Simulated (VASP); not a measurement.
# SnSe2 (P1) in VASP: notebook

SnSe2 is run at these levels: PBEsol; tasks: single point.

Everything below comes from runs of VASP 6.6.1. Logs are shortened: lines on timing, memory, paths and dates and some standing lists are left out, and cuts for length are marked.

### 1 The cell of the first run

The typed cell holds 3 atoms: a = 3.811 Å, b = 3.811 Å, c = 6.137 Å, α = 90.00°, β = 90.00°, γ = 120.00°.

### 2 Single point, PBEsol (atom 2 (Se) moved by (+0.150, -0.300) A along [1 1 0] and z)

INCAR reads:

```
SYSTEM = SnSe2
PREC = Accurate
ENCUT = 520
EDIFF = 1E-7
ISMEAR = 0
SIGMA = 0.05
LREAL = .False.
LASPH = .True.
NELM = 60
ALGO = Normal
ISIF = 2
LWAVE = .False.
LCHARG = .False.
GGA = PS
NBANDS = 20
```

KPOINTS reads:

```
regular mesh
0
Gamma
  6 6 4
  0 0 0
```

POSCAR reads:

```
SnSe2
1.0
    3.8109987816      0.0000000000      0.0000000000
   -1.9054993908      3.3004217586      0.0000000000
    0.0000000000      0.0000000000      6.1370000000
Sn Se
1 2
Direct
    0.0000000000      0.0000000000      0.0000000000
    0.3772334420      0.6988037767      0.2011161805
    0.6666666667      0.3333333333      0.7500000000
```

Potentials or basis: VASP PAW PBE potentials, release 64 (Sn_d, Se).

The run is started by

```sh
$ cat potpaw_PBE.64/Sn_d/POTCAR potpaw_PBE.64/Se/POTCAR > POTCAR
$ mpirun -np 1 vasp_std > vasp.out
```

OUTCAR:

```text
SYSTEM = SnSe2
   PREC = Accurate
   ENCUT = 520
   EDIFF = 1E-7
   ISMEAR = 0
   LREAL = .False.
   LASPH = .True.
   NELM = 60
   ISIF = 2
   GGA = PS

 ion  position               nearest neighbor table
   1  0.000  0.000  0.000-   2 2.40   2 2.56   2 2.62   3 2.68   3 2.68   3 2.68
   2  0.377  0.699  0.201-   1 2.40   1 2.56   1 2.62
   3  0.667  0.333  0.750-   1 2.68   1 2.68   1 2.68

  LATTYP: Found a hexagonal cell.
 ALAT       =     3.8109987816
 C/A-ratio  =     1.6103390087

  Lattice vectors:

 A1 = (   3.8109987816,   0.0000000000,   0.0000000000)
 A2 = (  -1.9054993908,   3.3004217586,   0.0000000000)
 A3 = (   0.0000000000,   0.0000000000,   6.1370000000)

Analysis of symmetry for initial positions (statically):
=====================================================================
 Subroutine PRICEL returns:
 Original cell was already a primitive cell.

 Routine SETGRP: Setting up the symmetry group for a
 hexagonal supercell.

 Subroutine GETGRP returns: Found  1 space group operations
 (whereof  1 operations were pure point group operations)
 out of a pool of 24 trial point group operations.

The static configuration has the point symmetry C_1 .

Analysis of symmetry for dynamics (positions and initial velocities):
=====================================================================
 Subroutine PRICEL returns:
 Original cell was already a primitive cell.

 Routine SETGRP: Setting up the symmetry group for a
 hexagonal supercell.

 Subroutine GETGRP returns: Found  1 space group operations
 (whereof  1 operations were pure point group operations)
 out of a pool of 24 trial point group operations.

The dynamic configuration has the point symmetry C_1 .

 Subroutine INISYM returns: Found  1 space group operations
 (whereof  1 operations are pure point group operations),
 and found     1 'primitive' translations

----------------------------------------------------------------------------------------

                                     Primitive cell

  volume of cell :      77.1906

  direct lattice vectors                    reciprocal lattice vectors
     3.810998782  0.000000000  0.000000000     0.262398405  0.151495789  0.000000000
    -1.905499391  3.300421759  0.000000000     0.000000000  0.302991579  0.000000000
     0.000000000  0.000000000  6.137000000     0.000000000  0.000000000  0.162946065

  length of vectors
     3.810998782  3.810998782  6.137000000     0.302991579  0.302991579  0.162946065

  position of ions in fractional coordinates (direct lattice)
     0.000000000  0.000000000  0.000000000
     0.377233442  0.698803777  0.201116181
     0.666666667  0.333333333  0.750000000

  ion indices of the primitive-cell ions
   primitive index   ion index
                 1           1
                 2           2
                 3           3

----------------------------------------------------------------------------------------

 KPOINTS: regular mesh

Automatic generation of k-mesh.
 Grid dimensions read from file:
 generate k-points for:    6    6    4

 Generating k-lattice:

  Cartesian coordinates                     Fractional coordinates (reciprocal lattice)
     0.043733067  0.025249298  0.000000000     0.166666667 -0.000000000  0.000000000
     0.000000000  0.050498596  0.000000000     0.000000000  0.166666667  0.000000000
     0.000000000  0.000000000  0.040736516     0.000000000  0.000000000  0.250000000

  Length of vectors
     0.050498596  0.050498596  0.040736516

  Shift w.r.t. Gamma in fractional coordinates (k-lattice)
     0.000000000  0.000000000  0.000000000

 Subroutine IBZKPT returns following result:
 ===========================================

 Found     76 irreducible k-points:

 Following reciprocal coordinates:
            Coordinates               Weight
  0.000000  0.000000  0.000000      1.000000
  0.166667  0.000000  0.000000      2.000000
  0.000000  0.166667  0.000000      2.000000
 -0.166667  0.166667  0.000000      2.000000
  0.333333 -0.000000  0.000000      2.000000
  0.000000  0.333333  0.000000      2.000000
[... 16 lines left out ...]
  0.000000  0.166667  0.250000      2.000000
 -0.166667  0.166667  0.250000      2.000000
 [... further k-points ...]
   k-points           NKPTS =     76   k-points in BZ     NKDIM =     76   number of bands    NBANDS=     20
   number of dos      NEDOS =    301   number of ions     NIONS =      3
   total plane-waves  NPLWV =  37632
   dimension x,y,z NGX =    28 NGY =   28 NGZ =   48
   dimension x,y,z NGXF=    56 NGYF=   56 NGZF=   96
   ions per type =               1   2
   NGX,Y,Z   is equivalent  to a cutoff of  12.21, 12.21, 13.00 a.u.
   NGXF,Y,Z  is equivalent  to a cutoff of  24.43, 24.43, 26.01 a.u.
 SYSTEM =  SnSe2
   PREC   = accura    normal or accurate (medium, high low for compatibility)
   ISTART =      0    job   : 0-new  1-cont  2-samecut
   ICHARG =      2    charge: 1-file 2-atom 10-const
   ISPIN  =      1    spin polarized calculation?
   LNONCOLLINEAR =      F non collinear calculations
   LSORBIT =      F    spin-orbit coupling
   LASPH  =      T    aspherical Exc in radial PAW
   ENCUT  =  520.0 eV  38.22 Ry    6.18 a.u.   7.09  7.09 11.41*2*pi/ulx,y,z
   NELM   =     60;   NELMIN=  2; NELMDL= -5     # of ELM steps
   EDIFF  = 0.1E-06   stopping-criterion for ELM
   LREAL  =      F    real-space projection
   EDIFFG = 0.1E-05   stopping-criterion for IOM
   NSW    =      0    number of steps for IOM
   IBRION =     -1    ionic relax: 0-MD 1-quasi-New 2-CG
   NFREE  =      0    steps in history (QN), initial steepest desc. (CG)
   ISIF   =      2    stress and relaxation
   ISYM   =      2    0-nonsym 1-usesym 2-fastsym
   POTIM  = 0.5000    time-step for ionic-motion
   TEBEG  =    0.0;   TEEND  =   0.0 temperature during run
   PSTRESS=    0.0 pullay stress
   NELECT =      26.0000    total number of electrons
   NUPDOWN=      -1.0000    fix difference up-down
   EMIN   =  10.00;   EMAX   =-10.00  energy-range for DOS
   EFERMI =   0.00;   METHOD = LEGACY
   ISMEAR =     0;   SIGMA  =   0.05  broadening in eV -4-tet -1-fermi 0-gaus
   EFERMI_NEDOS =   21; number of points for ismear=-14 and -15
   IALGO  =     38    algorithm
   IMIX   =      4    mixing-type and parameters
     AMIX     =   0.40;   BMIX     =  1.00
     AMIX_MAG =   1.60;   BMIX_MAG =  1.00
  volume/ion in A,a.u.               =      25.73       173.64
  Fermi-wavevector in a.u.,A,eV,Ry     =   1.139054  2.152501 17.652812  1.297445
  Thomas-Fermi vector in A             =   2.275758
   LORBIT       =      0    0 simple, 1 ext, 2 COOP (PROOUT), +10 PAW based schemes
   GGA     = PS    functional components
   LHFCALC =     F    Hartree Fock is set to
   AEXX    =    0.0000 exact exchange contribution
   IVDW    =     0    specifies the selected vdW correction
   LEPSILON=     F    determine dielectric tensor
   LRPA    =     F    only Hartree local field effects (RPA)
 non-spin polarized calculation
 Gauss-broadening in eV      SIGMA  =   0.05
  energy-cutoff  :      520.00
  volume of cell :       77.19
 maximum number of plane-waves:      2109
   NGX = 15   NGY = 15   NGZ = 23

 number of electron      26.0000004 magnetization

 Free energy of the ion-electron system (eV)
  ---------------------------------------------------
  ext. energy  EPLUGINS =         0.00000000
  ---------------------------------------------------
  free energy    TOTEN  =       -12.23327639 eV

  energy without entropy =      -12.23327639  energy(sigma->0) =      -12.23327639

 E-fermi :   4.4389     XC(G=0):  -9.5059

 val. band max:        4.1823028118   @ k =   0.0000   0.0000   0.0000
 cond. band min:       4.8232377251   @ k =   0.0000   0.5000   0.2500
 fundamental gap:      0.6409349133
 Fermi energy:         4.4389463244

 k-point     1 :       0.0000    0.0000    0.0000
  band No.  band energies     occupation
      1     -17.3565      2.00000
      2     -17.3081      2.00000
      3     -17.2685      2.00000
      4     -17.2421      2.00000
      5     -17.2358      2.00000
      6     -10.6662      2.00000
[... 12 lines left out ...]
     19      12.6102      0.00000
     20      12.9558      0.00000

 k-point     2 :       0.1667    0.0000    0.0000
  band No.  band energies     occupation
      1     -17.3779      2.00000
      2     -17.2974      2.00000
      3     -17.2581      2.00000
      4     -17.2409      2.00000
      5     -17.2386      2.00000
      6     -10.3694      2.00000
[... 12 lines left out ...]
     19      12.4669      0.00000
     20      13.0117      0.00000

 k-point     3 :       0.0000    0.1667    0.0000
  band No.  band energies     occupation
      1     -17.3624      2.00000
      2     -17.3151      2.00000
      3     -17.2589      2.00000
      4     -17.2460      2.00000
      5     -17.2311      2.00000
      6     -10.3749      2.00000
[... 12 lines left out ...]
     19      12.5240      0.00000
     20      12.8020      0.00000

 k-point     4 :      -0.1667    0.1667    0.0000
  band No.  band energies     occupation
      1     -17.3653      2.00000
      2     -17.3115      2.00000
      3     -17.2591      2.00000
      4     -17.2452      2.00000
      5     -17.2322      2.00000
      6     -10.3725      2.00000
[... 12 lines left out ...]
     19      12.5003      0.00000
     20      12.7665      0.00000

 k-point     5 :       0.3333   -0.0000    0.0000
  band No.  band energies     occupation
      1     -17.4223      2.00000
      2     -17.2853      2.00000
      3     -17.2555      2.00000
      4     -17.2292      2.00000
      5     -17.2241      2.00000
      6      -9.5671      2.00000
[... 12 lines left out ...]
     19      12.5441      0.00000
     20      13.6937      0.00000

 k-point     6 :       0.0000    0.3333    0.0000
  band No.  band energies     occupation
      1     -17.3936      2.00000
      2     -17.3153      2.00000
      3     -17.2633      2.00000
      4     -17.2297      2.00000
      5     -17.2160      2.00000
      6      -9.5923      2.00000
[... 12 lines left out ...]
     19      12.6105      0.00000
     20      13.2369      0.00000

 k-point     7 :      -0.3333    0.3333    0.0000
  band No.  band energies     occupation
      1     -17.3993      2.00000
      2     -17.3089      2.00000
      3     -17.2620      2.00000
      4     -17.2292      2.00000
      5     -17.2178      2.00000
      6      -9.5807      2.00000
[... 12 lines left out ...]
     19      12.5885      0.00000
     20      13.3520      0.00000
[... 277 lines left out ...]
 k-point    20 :       0.3333    0.3333    0.0000
  band No.  band energies     occupation
      1     -17.4038      2.00000
      2     -17.3269      2.00000
      3     -17.2381      2.00000
      4     -17.2299      2.00000
      5     -17.2234      2.00000
      6      -8.5740      2.00000
[... 12 lines left out ...]
     19      11.9656      0.00000
     20      12.4973      0.00000

 k-point    21 :       0.0000    0.0000    0.2500
  band No.  band energies     occupation
      1     -17.3565      2.00000
      2     -17.3081      2.00000
      3     -17.2685      2.00000
      4     -17.2421      2.00000
      5     -17.2358      2.00000
      6     -10.6324      2.00000
[... 12 lines left out ...]
     19      12.3856      0.00000
     20      12.7159      0.00000

 k-point    22 :       0.1667    0.0000    0.2500
  band No.  band energies     occupation
      1     -17.3780      2.00000
      2     -17.2974      2.00000
      3     -17.2580      2.00000
      4     -17.2409      2.00000
      5     -17.2386      2.00000
      6     -10.3359      2.00000
[... 12 lines left out ...]
     19      12.4147      0.00000
     20      13.3345      0.00000

 k-point    23 :       0.0000    0.1667    0.2500
  band No.  band energies     occupation
      1     -17.3624      2.00000
      2     -17.3151      2.00000
      3     -17.2589      2.00000
      4     -17.2460      2.00000
      5     -17.2311      2.00000
      6     -10.3419      2.00000
[... 12 lines left out ...]
     19      12.2415      0.00000
     20      12.6813      0.00000

 k-point    24 :      -0.1667    0.1667    0.2500
  band No.  band energies     occupation
      1     -17.3653      2.00000
      2     -17.3115      2.00000
      3     -17.2590      2.00000
      4     -17.2452      2.00000
      5     -17.2322      2.00000
      6     -10.3400      2.00000
[... 12 lines left out ...]
     19      12.3202      0.00000
     20      13.1753      0.00000

 [... further k-points ...]

------------------------ aborting loop because EDIFF is reached ----------------------------------------

  FORCE on cell =-STRESS in cart. coord.  units (eV):
  Direction    XX          YY          ZZ          XY          YZ          ZX
  --------------------------------------------------------------------------------------
  -------------------------------------------------------------------------------------
  Total        5.2662257      3.9220931      5.8666673      0.7027059     -1.2653350     -1.4664967
  in kB      109.3064215     81.4074413    121.7692606     14.5854499    -26.2634474    -30.4387832
  external PRESSURE =     104.1610411 kB  Pullay stress =       0.0000000 kB

 VOLUME and BASIS-vectors are now :
 -----------------------------------------------------------------------------
  energy-cutoff  :      520.00
  volume of cell :       77.19
      direct lattice vectors                 reciprocal lattice vectors
     3.810998782  0.000000000  0.000000000     0.262398405  0.151495789  0.000000000
    -1.905499391  3.300421759  0.000000000     0.000000000  0.302991579  0.000000000
     0.000000000  0.000000000  6.137000000     0.000000000  0.000000000  0.162946065

 POSITION                                       TOTAL-FORCE (eV/Angst)
 -----------------------------------------------------------------------------------
      0.00000      0.00000      0.00000         1.072800      0.826235     -2.790496
      0.10607      2.30635      1.23425        -1.148590     -0.939394      3.735435
      1.90550      1.10014      4.60275         0.075790      0.113159     -0.944939
 -----------------------------------------------------------------------------------
    total drift:                                0.000045      0.000064     -0.000224

  FREE ENERGIE OF THE ION-ELECTRON SYSTEM (eV)
  ---------------------------------------------------
  free  energy   TOTEN  =       -12.2332763891 eV

  energy  without entropy=      -12.2332763891  energy(sigma->0) =      -12.23327639
```

Wall time 73 s (1 thread of Intel Xeon Platinum 8375C at 2.90GHz (Ice Lake), shared host); peak memory 0.26 GiB.

What came out:

```yaml
Free_energy: -12.2333 eV
Pressure: 10.4 GPa
Largest_force: 4.019 eV/Å
Band_gap_on_the_k_mesh: 0.64 eV, indirect (least direct gap 0.78 eV)
```

Forces on the atoms (eV/Å):
```
Sn   1.073  0.826 -2.790
Se  -1.149 -0.939  3.735
Se   0.076  0.113 -0.945
```

Stress tensor (GPa, compression positive):
```
10.93  1.46 -3.04
 1.46  8.14 -2.63
-3.04 -2.63 12.18
```

Caveat: the cell differs from its parent crystal (atom 2 (Se) moved by (+0.150, -0.300) A along [1 1 0] and z); the PAW data sets were made with another functional, which shifts forces and pressure a little; spin-orbit coupling is left out, which moves the levels of the heavy elements.

### 3 Single point, PBEsol (atom 2 (Se) moved by (+0.150, +0.000) A along [1 1 0] and z)

INCAR reads:

```
PREC = Accurate ; ENCUT = 520
EDIFF = 1E-6 ; ISMEAR = 0
SIGMA = 0.05 ; LREAL = F
LASPH = T ; NELM = 100
ALGO = Normal ; ISIF = 2
LWAVE = F ; LCHARG = T
GGA = PS ; LELF = T
LVHAR = T ; NBANDS = 20
```

KPOINTS reads:

```
Automatic mesh
0
Gamma
  6 6 4
```

POSCAR, as its differences from that of step 2:

```diff
@@ -9,3 +9,3 @@
     0.0000000000      0.0000000000      0.0000000000
-    0.3772334420      0.6988037767      0.2011161805
+    0.3772334420      0.6988037767      0.2500000000
     0.6666666667      0.3333333333      0.7500000000
```

Potentials or basis: VASP PAW PBE potentials, release 64 (Sn_d, Se).

The run is started by

```sh
$ cat potpaw_PBE.64/Sn_d/POTCAR potpaw_PBE.64/Se/POTCAR > POTCAR
$ mpirun -np 1 vasp_std > vasp.out
```

Wall time 65 s (1 thread of Intel Xeon Platinum 8375C at 2.90GHz (Ice Lake), shared host); peak memory 0.26 GiB.

It converged, with:

```
Free energy            : -12.8929 eV
Pressure               : 2.7 GPa
Largest force          : 0.954 eV/Å
Band gap on the k mesh : 0.63 eV, indirect (least direct gap 0.97 eV)
```

Forces in eV/Å, atoms in the order of the input:
```
Sn   0.450  0.339 -0.140
Se  -0.512 -0.419  0.687
Se   0.062  0.081 -0.547
```

Stress tensor (GPa, compression positive):
```
 2.43  0.36 -1.58
 0.36  1.79 -1.33
-1.58 -1.33  3.97
```

Levels at points of the mesh, in eV from the valence-band top:
| k point | band 10 | band 11 | band 12 | band 13 | band 14 | band 15 | band 16 | band 17 |
| --- | --- | --- | --- | --- | --- | --- | --- | --- |
| (0.00, 0.00, 0.00) | -0.56 | -0.36 | -0.31 | 0.00 | 0.97 | 2.82 | 4.31 | 4.89 |
| (0.50, 0.00, 0.00) | -3.13 | -2.63 | -0.98 | -0.26 | 1.07 | 3.68 | 5.07 | 5.39 |
| (0.00, 0.50, 0.00) | -2.90 | -2.67 | -1.45 | -0.37 | 1.11 | 3.62 | 5.41 | 5.55 |
| (0.50, 0.50, 0.00) | -2.98 | -2.63 | -1.33 | -0.36 | 1.13 | 3.59 | 5.32 | 5.57 |
| (0.00, 0.00, 0.50) | -1.00 | -0.62 | -0.24 | -0.19 | 2.37 | 2.79 | 4.08 | 4.58 |
| (0.50, 0.00, 0.50) | -2.46 | -2.18 | -1.00 | -0.67 | 1.01 | 4.37 | 4.85 | 5.63 |
| (0.00, 0.50, 0.50) | -2.59 | -1.89 | -0.88 | -0.65 | 0.63 | 3.89 | 4.61 | 5.75 |
| (0.50, 0.50, 0.50) | -2.57 | -1.94 | -0.94 | -0.62 | 0.74 | 3.97 | 4.65 | 5.68 |

Caveat: the cell differs from its parent crystal (atom 2 (Se) moved by (+0.150, +0.000) A along [1 1 0] and z); the PAW data sets were made with another functional, which shifts forces and pressure a little; spin-orbit coupling is left out, which moves the levels of the heavy elements.

(Continued in part 2 of 2.)
